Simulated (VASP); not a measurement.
Zr2C3:

```
Zr C
1.0
     3.42160    0.00000    0.00000
    -1.71080    2.96319    0.00000
     0.00000    0.00000    5.32346
Zr C
2 3
Direct
  0.33333 0.66667 0.24500
  0.66667 0.33333 0.75500
  0.00000 0.00000 0.00000
  0.33333 0.66667 0.64500
  0.66667 0.33333 0.35500
```

| Quantity | Value |
| --- | --- |
| Program | VASP 6.6.1 |
| Task | relaxation of cell and atoms |
| Functional | PBE |
| Potentials or basis | VASP PAW PBE potentials, release 64 (Zr_sv, C) |
| Cutoff | 600 eV |
| k mesh | 6 × 6 × 4 |
| Occupations | gaussian, width 0.1 eV |
| Spin | no spin polarisation |

At the start: pressure 49.0 GPa; volume 10.79 Å³/atom.

Question: How do energy, volume and symmetry change on relaxing?

Answer: Over 35 steps the energy falls by 799.4 meV/atom and the volume is 11.63 Å³/atom (+7.7 %); space group P-3m1 (No. 164, to 0.1 Å) before and after.

Step by step:
```csv
step,energy change (eV),largest force (eV/Å),pressure (GPa),volume (Å³)
1,0.0000,2.1206,49.01,53.97
2,0.7734,1.4788,-28.43,84.07
3,-1.5180,0.1459,-1.96,65.47
4,-1.5236,0.0644,-0.20,64.84
5,-1.5238,0.0338,0.46,64.61
6,-1.5390,0.1646,0.15,64.85
7,-1.5452,0.3327,-0.09,65.13
8,-1.5586,0.3434,-0.46,65.24
9,-1.6184,0.4799,-1.62,65.56
10,-1.8728,0.8486,-4.88,66.08
11,-2.3465,1.6390,-12.97,66.65
12,-2.3613,1.7565,-13.73,66.68
13,-2.3625,1.7638,-13.79,66.68
14,-2.3658,1.7824,-13.96,66.68
15,-2.3714,1.8131,-14.29,66.68
16,-2.3771,1.8544,-14.91,66.68
17,-2.3850,1.8623,-14.84,66.62
18,-2.4086,1.8849,-14.60,66.45
19,-2.4552,1.9258,-14.12,66.10
20,-2.5451,1.9995,-13.11,65.41
21,-2.7114,2.1290,-10.87,64.04
22,-2.9796,2.4572,-5.44,61.35
23,-3.2558,2.9158,10.66,56.14
24,-3.4617,2.4289,11.53,55.62
25,-3.7002,1.7478,17.04,54.06
26,-3.7090,1.7430,15.88,54.33
27,-3.8803,0.9819,7.51,55.92
28,-3.9523,0.2345,-1.17,57.90
29,-3.9525,0.2137,-1.50,57.98
30,-3.9703,0.1632,-0.90,57.92
31,-3.9943,0.0915,1.27,57.72
32,-3.9961,0.0813,0.36,57.99
33,-3.9964,0.0748,-0.20,58.17
34,-3.9968,0.0535,-0.12,58.16
35,-3.9969,0.0211,0.01,58.15
```

Final structure:
```
Zr C
1.0
     3.15506    0.00000    0.00000
    -1.57753    2.73236    0.00000
     0.00000    0.00000    6.74525
Zr C
2 3
Cartesian
  0.0000 1.8216 1.3268
  1.5775 0.9108 5.4185
  0.0000 0.0000 0.0000
  0.0000 1.8216 3.6466
  1.5775 0.9108 3.0986
```

Caveat: a cell axis changed by over 15 % at a fixed basis, so the end point is rough.
